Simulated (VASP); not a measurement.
# NiO (Fm-3m) in VASP: a series of runs

NiO is run at these levels: BLYP+D3(BJ); tasks: single point.

Everything below comes from runs of VASP 6.6.1. Logs are shortened: lines on timing, memory, paths and dates and some standing lists are left out, and cuts for length are marked.

## Step 1: The cell of the first run

It takes space group Fm-3m (No. 225, cubic). The conventional cell has a = 4.115 Å, b = 4.115 Å, c = 4.115 Å, α = 90.00°, β = 90.00°, γ = 90.00°. Ni (site symmetry m-3m) has 6 O at 2.06 Å within 2.7 Å. Within 2.7 Å of O (site symmetry m-3m) lie 6 Ni at 2.06 Å.

## Step 2: Single point, BLYP+D3(BJ), collinear spin, ferromagnetic start

Input file INCAR:

```
PREC = Accurate ; ENCUT = 520
EDIFF = 1E-7 ; ISMEAR = 0
SIGMA = 0.02 ; LREAL = F
LASPH = T ; NELM = 150
ALGO = Normal ; ISIF = 2
LWAVE = F ; LCHARG = F
ISPIN = 2 ; MAGMOM = 0.04 0
LORBIT = 11 ; LMAXMIX = 4
GGA = B5 ; ALDAX = 1.0
AGGAX = 1.0 ; AGGAC = 1.0
ALDAC = 0.0 ; IVDW = 12
VDW_S6 = 1.0 ; VDW_S8 = 2.6996
VDW_A1 = 0.4298 ; VDW_A2 = 4.2359
NBANDS = 19
```

Input file KPOINTS:

```
Automatic mesh
0
Gamma
  11 11 11
```

Input file POSCAR:

```
NiO
1.0
    0.0000000000      2.0577103256      2.0577103256
    2.0577103256      0.0000000000      2.0577103256
    2.0577103256      2.0577103256      0.0000000000
Ni O
1 1
Direct
    0.0000000000      0.0000000000      0.0000000000
    0.5000000000      0.5000000000      0.5000000000
```

Potentials or basis: VASP PAW PBE potentials, release 64 (Ni, O).

Run with:

```sh
> cat potpaw_PBE.64/Ni/POTCAR potpaw_PBE.64/O/POTCAR > POTCAR
> mpirun -np 1 vasp_std > vasp.out
```

OUTCAR:

```text
PREC = Accurate
   ENCUT = 520
   EDIFF = 1E-7
   ISMEAR = 0
   LREAL = F
   LASPH = T
   NELM = 150
   ISIF = 2
   ISPIN = 2
   LORBIT = 11
   GGA = B5
   IVDW = 12
 IVDW          = 12

 ion  position               nearest neighbor table
   1  0.000  0.000  0.000-   2 2.06   2 2.06   2 2.06   2 2.06   2 2.06   2 2.06
   2  0.500  0.500  0.500-   1 2.06   1 2.06   1 2.06   1 2.06   1 2.06   1 2.06

  LATTYP: Found a face centered cubic cell.
 ALAT       =     4.1154206512

  Lattice vectors:

 A1 = (   0.0000000000,   2.0577103256,   2.0577103256)
 A2 = (   2.0577103256,   0.0000000000,   2.0577103256)
 A3 = (   2.0577103256,   2.0577103256,   0.0000000000)

Analysis of symmetry for initial positions (statically):
=====================================================================
 Subroutine PRICEL returns:
 Original cell was already a primitive cell.

 Routine SETGRP: Setting up the symmetry group for a
 face centered cubic supercell.

 Subroutine GETGRP returns: Found 48 space group operations
 (whereof 48 operations were pure point group operations)
 out of a pool of 48 trial point group operations.

The static configuration has the point symmetry O_h .

Analysis of symmetry for dynamics (positions and initial velocities):
=====================================================================
 Subroutine PRICEL returns:
 Original cell was already a primitive cell.

 Routine SETGRP: Setting up the symmetry group for a
 face centered cubic supercell.

 Subroutine GETGRP returns: Found 48 space group operations
 (whereof 48 operations were pure point group operations)
 out of a pool of 48 trial point group operations.

The dynamic configuration has the point symmetry O_h .

Analysis of structural, dynamic, and magnetic symmetry:
=====================================================================
 Subroutine PRICEL returns:
 Original cell was already a primitive cell.

 Routine SETGRP: Setting up the symmetry group for a
 face centered cubic supercell.

 Subroutine GETGRP returns: Found 48 space group operations
 (whereof 48 operations were pure point group operations)
 out of a pool of 48 trial point group operations.

The overall configuration has the point symmetry O_h .

 Subroutine INISYM returns: Found 48 space group operations
 (whereof 48 operations are pure point group operations),
 and found     1 'primitive' translations

----------------------------------------------------------------------------------------

                                     Primitive cell

  volume of cell :      17.4254

  direct lattice vectors                    reciprocal lattice vectors
     0.000000000  2.057710326  2.057710326    -0.242988527  0.242988527  0.242988527
     2.057710326  0.000000000  2.057710326     0.242988527 -0.242988527  0.242988527
     2.057710326  2.057710326  0.000000000     0.242988527  0.242988527 -0.242988527

  length of vectors
     2.910041850  2.910041850  2.910041850     0.420868474  0.420868474  0.420868474

  position of ions in fractional coordinates (direct lattice)
     0.000000000  0.000000000  0.000000000
     0.500000000  0.500000000  0.500000000

  ion indices of the primitive-cell ions
   primitive index   ion index
                 1           1
                 2           2

----------------------------------------------------------------------------------------

 KPOINTS: Automatic mesh

Automatic generation of k-mesh.
 Grid dimensions read from file:
 generate k-points for:   11   11   11

 Generating k-lattice:

  Cartesian coordinates                     Fractional coordinates (reciprocal lattice)
    -0.022089866  0.022089866  0.022089866     0.090909091  0.000000000  0.000000000
     0.022089866 -0.022089866  0.022089866     0.000000000  0.090909091  0.000000000
     0.022089866  0.022089866 -0.022089866     0.000000000  0.000000000  0.090909091

  Length of vectors
     0.038260770  0.038260770  0.038260770

  Shift w.r.t. Gamma in fractional coordinates (k-lattice)
     0.000000000  0.000000000  0.000000000

 Subroutine IBZKPT returns following result:
 ===========================================

 Found     56 irreducible k-points:

 Following reciprocal coordinates:
            Coordinates               Weight
  0.000000  0.000000  0.000000      1.000000
  0.090909  0.000000  0.000000      8.000000
  0.181818  0.000000  0.000000      8.000000
  0.272727  0.000000  0.000000      8.000000
  0.363636  0.000000  0.000000      8.000000
  0.454545  0.000000  0.000000      8.000000
[... 16 lines left out ...]
 -0.272727  0.181818  0.000000     24.000000
 -0.181818  0.181818  0.000000     12.000000
 [... further k-points ...]
   k-points           NKPTS =     56   k-points in BZ     NKDIM =     56   number of bands    NBANDS=     19
   number of dos      NEDOS =    301   number of ions     NIONS =      2
   total plane-waves  NPLWV =  13824
   dimension x,y,z NGX =    24 NGY =   24 NGZ =   24
   dimension x,y,z NGXF=    48 NGYF=   48 NGZF=   48
   ions per type =               1   1
   NGX,Y,Z   is equivalent  to a cutoff of  13.71, 13.71, 13.71 a.u.
   NGXF,Y,Z  is equivalent  to a cutoff of  27.42, 27.42, 27.42 a.u.
 SYSTEM =  unknown system
   PREC   = accura    normal or accurate (medium, high low for compatibility)
   ISTART =      0    job   : 0-new  1-cont  2-samecut
   ICHARG =      2    charge: 1-file 2-atom 10-const
   ISPIN  =      2    spin polarized calculation?
   LNONCOLLINEAR =      F non collinear calculations
   LSORBIT =      F    spin-orbit coupling
   LASPH  =      T    aspherical Exc in radial PAW
   ENCUT  =  520.0 eV  38.22 Ry    6.18 a.u.   5.41  5.41  5.41*2*pi/ulx,y,z
   NELM   =    150;   NELMIN=  2; NELMDL= -5     # of ELM steps
   EDIFF  = 0.1E-06   stopping-criterion for ELM
   LREAL  =      F    real-space projection
   EDIFFG = 0.1E-05   stopping-criterion for IOM
   NSW    =      0    number of steps for IOM
   IBRION =     -1    ionic relax: 0-MD 1-quasi-New 2-CG
   NFREE  =      0    steps in history (QN), initial steepest desc. (CG)
   ISIF   =      2    stress and relaxation
   ISYM   =      2    0-nonsym 1-usesym 2-fastsym
   POTIM  = 0.5000    time-step for ionic-motion
   TEBEG  =    0.0;   TEEND  =   0.0 temperature during run
   PSTRESS=    0.0 pullay stress
   NELECT =      16.0000    total number of electrons
   NUPDOWN=      -1.0000    fix difference up-down
   EMIN   =  10.00;   EMAX   =-10.00  energy-range for DOS
   EFERMI =   0.00;   METHOD = LEGACY
   ISMEAR =     0;   SIGMA  =   0.02  broadening in eV -4-tet -1-fermi 0-gaus
   EFERMI_NEDOS =   21; number of points for ismear=-14 and -15
   IALGO  =     38    algorithm
   IMIX   =      4    mixing-type and parameters
     AMIX     =   0.40;   BMIX     =  1.00
     AMIX_MAG =   1.60;   BMIX_MAG =  1.00
  volume/ion in A,a.u.               =       8.71        58.80
  Fermi-wavevector in a.u.,A,eV,Ry     =   1.591185  3.006903 34.448165  2.531869
  Thomas-Fermi vector in A             =   2.689764
   LORBIT       =     11    0 simple, 1 ext, 2 COOP (PROOUT), +10 PAW based schemes
   GGA     = B5    functional components
   LHFCALC =     F    Hartree Fock is set to
   AEXX    =    0.0000 exact exchange contribution
   IVDW    =    12    specifies the selected vdW correction
   LEPSILON=     F    determine dielectric tensor
   LRPA    =     F    only Hartree local field effects (RPA)
 spin polarized calculation
 Gauss-broadening in eV      SIGMA  =   0.02
  energy-cutoff  :      520.00
  volume of cell :       17.43
 maximum number of plane-waves:       495
 NGX is ok and might be reduce to    24
   NGX = 11   NGY = 11   NGZ = 11

 number of electron      15.9999988 magnetization       0.4120822

 Free energy of the ion-electron system (eV)
  ---------------------------------------------------
  ext. energy  EPLUGINS =         0.00000000
  ---------------------------------------------------
  free energy    TOTEN  =       -10.45159955 eV

  energy without entropy =      -10.45140635  energy(sigma->0) =      -10.45150295

 E-fermi :   8.9082     XC(G=0): -12.3507

 val. band max:        8.8970903074   @ k =   0.3636   0.3636   0.0000
 cond. band min:       8.9232571478   @ k =  -0.4545   0.2727   0.0000
 fundamental gap:      0.0261668404
 Fermi energy:         8.9081971894

 spin component 1

 k-point     1 :       0.0000    0.0000    0.0000
  band No.  band energies     occupation
      1     -11.8645      1.00000
      2       5.5900      1.00000
      3       5.5900      1.00000
      4       5.5900      1.00000
      5       6.7378      1.00000
      6       6.7378      1.00000
[... 11 lines left out ...]
     18      35.9150      0.00000
     19      35.9151      0.00000
[... 485 lines left out ...]
 k-point    24 :      -0.1818    0.1818    0.0000
  band No.  band energies     occupation
      1     -10.9958      1.00000
      2       2.1282      1.00000
      3       3.5522      1.00000
      4       3.9092      1.00000
      5       7.1119      1.00000
      6       7.4203      1.00000
[... 11 lines left out ...]
     18      40.9342      0.00000
     19      42.0909      0.00000

 [... further k-points ...]

 spin component 2

 k-point     1 :       0.0000    0.0000    0.0000
  band No.  band energies     occupation
      1     -11.7919      1.00000
      2       5.6723      1.00000
      3       5.6723      1.00000
      4       5.6723      1.00000
      5       6.9315      1.00000
      6       6.9315      1.00000
[... 11 lines left out ...]
     18      36.0629      0.00000
     19      36.0630      0.00000
[... 485 lines left out ...]
 k-point    24 :      -0.1818    0.1818    0.0000
  band No.  band energies     occupation
      1     -10.9191      1.00000
      2       2.2345      1.00000
      3       3.7850      1.00000
      4       4.0016      1.00000
      5       7.3128      1.00000
      6       7.7886      1.00000
[... 11 lines left out ...]
     18      41.0287      0.00000
     19      42.1400      0.00000

 [... further k-points ...]

------------------------ aborting loop because EDIFF is reached ----------------------------------------

 Edisp (eV)   -1.16968

 E8    (eV) :    -0.8042

  FORCE on cell =-STRESS in cart. coord.  units (eV):
  Direction    XX          YY          ZZ          XY          YZ          ZX
  --------------------------------------------------------------------------------------
  -------------------------------------------------------------------------------------
  Total       1.26039     1.26039     1.26039     0.00000     0.00000     0.00000
  in kB     115.88634   115.88634   115.88634     0.00000     0.00000     0.00000
  external pressure =      115.89 kB  Pullay stress =        0.00 kB

 VOLUME and BASIS-vectors are now :
 -----------------------------------------------------------------------------
  energy-cutoff  :      520.00
  volume of cell :       17.43
      direct lattice vectors                 reciprocal lattice vectors
     0.000000000  2.057710326  2.057710326    -0.242988527  0.242988527  0.242988527
     2.057710326  0.000000000  2.057710326     0.242988527 -0.242988527  0.242988527
     2.057710326  2.057710326  0.000000000     0.242988527  0.242988527 -0.242988527

 POSITION                                       TOTAL-FORCE (eV/Angst)
 -----------------------------------------------------------------------------------
      0.00000      0.00000      0.00000         0.000000      0.000000      0.000000
      2.05771      2.05771      2.05771        -0.000000     -0.000000     -0.000000
 -----------------------------------------------------------------------------------
    total drift:                                0.000000     -0.000000     -0.000000

  FREE ENERGIE OF THE ION-ELECTRON SYSTEM (eV)
  ---------------------------------------------------
  free  energy   TOTEN  =       -11.6212793441 eV

  energy  without entropy=      -11.6210861416  energy(sigma->0) =      -11.62118274

 total charge

# of ion       s       p       d       tot
------------------------------------------
    1        0.338   0.418   8.395   9.150
    2        1.566   3.415   0.000   4.981
--------------------------------------------------
tot          1.904   3.833   8.395  14.132

 magnetization (x)

# of ion       s       p       d       tot
------------------------------------------
    1        0.005   0.005   0.350   0.360
    2        0.009   0.033   0.000   0.042
--------------------------------------------------
tot          0.014   0.038   0.350   0.402
```

Run time: 64 s. Hardware: 1 thread of Intel Xeon Platinum 8259CL at 2.50GHz (Skylake/Cascade Lake), shared host; peak memory 0.18 GiB.

What came out:

```yaml
Free_energy: -11.6213 eV
Pressure: 11.6 GPa
Net_moment: 0.41 μB per cell
Site_moments: Ni +0.36; O +0.04 μB
Valence_electrons_inside_the_program's_atomic_spheres: Ni 9.15; O 4.98
Dispersion_energy_per_atom: -0.585 eV
```

Caveat: the PAW data sets were made with another functional, which shifts forces and pressure a little; a cell with one magnetic atom can't hold antiferromagnetic order, which such compounds often take; semilocal functionals often make such compounds metallic where correlation or magnetic order opens a gap, which also shifts bond lengths; pairwise dispersion overbinds metals, which lowers pressure and volume. With open d or f shells a metallic result of BLYP can be an artefact of self-interaction; +U or a hybrid may open a gap.

## Step 3: Single point, BLYP+D3(BJ), collinear spin, ferromagnetic start

This run uses another cell than the first one, of 8.89 Å³/atom, 1.021 times its volume.

Input file INCAR:

```
PREC = Accurate
ENCUT = 520
EDIFF = 1E-7
ISMEAR = 0
SIGMA = 0.02
LREAL = F
LASPH = T
NELM = 150
ALGO = Normal
ISIF = 2
LWAVE = F
LCHARG = T
ISPIN = 2
MAGMOM = 0.04 0
LORBIT = 11
LMAXMIX = 4
GGA = B5
ALDAX = 1.0
AGGAX = 1.0
AGGAC = 1.0
ALDAC = 0.0
IVDW = 12
VDW_S6 = 1.0
VDW_S8 = 2.6996
VDW_A1 = 0.4298
VDW_A2 = 4.2359
LELF = T
LVHAR = T
NBANDS = 19
```

KPOINTS is that of step 2.

Input file POSCAR:

```
NiO
1.0
    0.0000000000      2.0719018797      2.0719018797
    2.0719018797      0.0000000000      2.0719018797
    2.0719018797      2.0719018797      0.0000000000
Ni O
1 1
Direct
    0.0000000000      0.0000000000      0.0000000000
    0.5000000000      0.5000000000      0.5000000000
```

Potentials or basis: VASP PAW PBE potentials, release 64 (Ni, O).

Run with:

```sh
> cat potpaw_PBE.64/Ni/POTCAR potpaw_PBE.64/O/POTCAR > POTCAR
> mpirun -np 1 vasp_std > vasp.out
```

Run time: 49 s. Hardware: 1 thread of Intel Xeon Platinum 8259CL at 2.50GHz (Skylake/Cascade Lake), shared host; peak memory 0.18 GiB.

It converged, with:

| Item | Value |
| --- | --- |
| Free energy | -11.6418 eV |
| Pressure | 6.0 GPa |
| Net moment | 0.42 μB per cell |
| Site moments | Ni +0.36; O +0.04 μB |
| Valence electrons inside the program's atomic spheres | Ni 9.11; O 4.97 |
| Dispersion energy per atom | -0.579 eV |

Levels at points of the mesh, in eV from the Fermi level:
Spin up:
```csv
k point,band 5,band 6,band 7,band 8,band 9,band 10,band 11,band 12
"(0.00, 0.00, 0.00)",-2.10,-2.10,-2.10,-1.89,-1.89,2.01,18.65,19.56
```
Spin down:
| k point | band 4 | band 5 | band 6 | band 7 | band 8 | band 9 | band 10 | band 11 | band 12 | band 13 |
| --- | --- | --- | --- | --- | --- | --- | --- | --- | --- | --- |
| (0.00, 0.00, 0.00) | -3.14 | -1.90 | -1.90 | -1.90 | -1.27 | -1.27 | 2.08 | 18.65 | 19.61 | 19.61 |

Caveat: the PAW data sets were made with another functional, which shifts forces and pressure a little; a cell with one magnetic atom can't hold antiferromagnetic order, which such compounds often take; semilocal functionals often make such compounds metallic where correlation or magnetic order opens a gap, which also shifts bond lengths; pairwise dispersion overbinds metals, which lowers pressure and volume. With open d or f shells a metallic result of BLYP can be an artefact of self-interaction; +U or a hybrid may open a gap.
